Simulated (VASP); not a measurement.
A run of VASP 6.6.1 is set up as follows.

The input INCAR:

```
SYSTEM = CdSe
  ALGO = Normal
  EDIFF = 1E-6
  EDIFFG = -0.002
  ENCUT = 600
  GGA = CA
  IBRION = 2
  ISIF = 3
  ISMEAR = 0
  LASPH = .True.
  LCHARG = .False.
  LREAL = .False.
  LWAVE = .False.
  NELM = 80
  NSW = 100
  PREC = Accurate
  PSTRESS = 10.0
  SIGMA = 0.01
```

Contents of KPOINTS:

```
k-points
0
Gamma
  6 6 6
  0 0 0
```

POSCAR

```
CdSe
1.0
    0.0000000000      3.0039652174      3.0039652174
    3.0039652174      0.0000000000      3.0039652174
    3.0039652174      3.0039652174      0.0000000000
Cd Se
1 1
Direct
    0.0000000000      0.0000000000      0.0000000000
    0.7500000000      0.7500000000      0.7500000000
```

Potentials or basis: VASP PAW LDA potentials, release 64 (Cd, Se).

Command:

```bash
$ cat potpaw_LDA.64/Cd/POTCAR potpaw_LDA.64/Se/POTCAR > POTCAR
$ mpirun -np 1 vasp_std > vasp.out
```

(1) Predict the relaxed volume.

(2) What does it give for the relaxed cell?

(3) What does it give for the space group after relaxing (to 0.05 Å)?

(4) Predict the band gap on the k mesh.

Results:

(1) 26.87 Å³/atom.

(2) a = 4.236 Å, b = 4.236 Å, c = 4.236 Å, α = 60.00°, β = 60.00°, γ = 60.00°.

(3) F-43m (No. 216).

(4) 0.45 eV, direct.

Caveat: the cell is relaxed towards a set pressure, so the enthalpy falls and the energy may rise.
